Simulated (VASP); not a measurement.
In3P: single point with PBE

Crystal: In3P.

```
In P
1.0
    -2.35233    2.35233    4.43914
     2.35233   -2.35233    4.43914
     2.35233    2.35233   -4.43914
In P
3 1
Direct
  0.50000 0.50000 0.00000
  0.75000 0.25000 0.50000
  0.25000 0.75000 0.50000
  0.00000 0.00000 0.00000
```

The cell was generated, and may not be a known phase.

| Item | Value |
| --- | --- |
| Program | VASP 6.6.1 |
| Task | single point |
| Functional | PBE |
| Potentials or basis | VASP PAW PBE potentials, release 64 (In_d, P) |
| Cutoff | 520 eV |
| k mesh | 14 × 14 × 14 |
| Occupations | gaussian, width 0.1 eV |
| Spin | no spin polarisation |
| Dipole correction | no |
| Further INCAR settings | ALGO = Normal; EDIFF = 1e-06; NBANDS = 30 |

* Pressure: 0.0 GPa
* Band gap on the k mesh: zero (bands 22 and 23 overlap by 2.24 eV)

Levels at points of the mesh, in eV from the Fermi level:
```csv
k point,band 20,band 21,band 22,band 23,band 24,band 25
"(0.00, 0.00, 0.00)",-1.82,-1.30,-1.24,-0.14,-0.14,0.29
"(0.50, 0.00, 0.00)",-1.63,-0.79,-0.77,0.16,0.82,2.99
"(0.50, 0.50, 0.00)",-4.07,-3.89,0.41,0.65,1.24,2.19
"(0.50, 0.50, 0.50)",-3.17,-2.20,0.81,2.22,2.22,4.76
```

Wall time 13 min on 1 thread of Intel(R) Xeon(R) Platinum 8259CL CPU @ 2.50GHz (Skylake/Cascade Lake) (shared host), peak memory 0.68 GiB.

Caveat: spin-orbit coupling is left out, which moves the levels of the heavy elements.
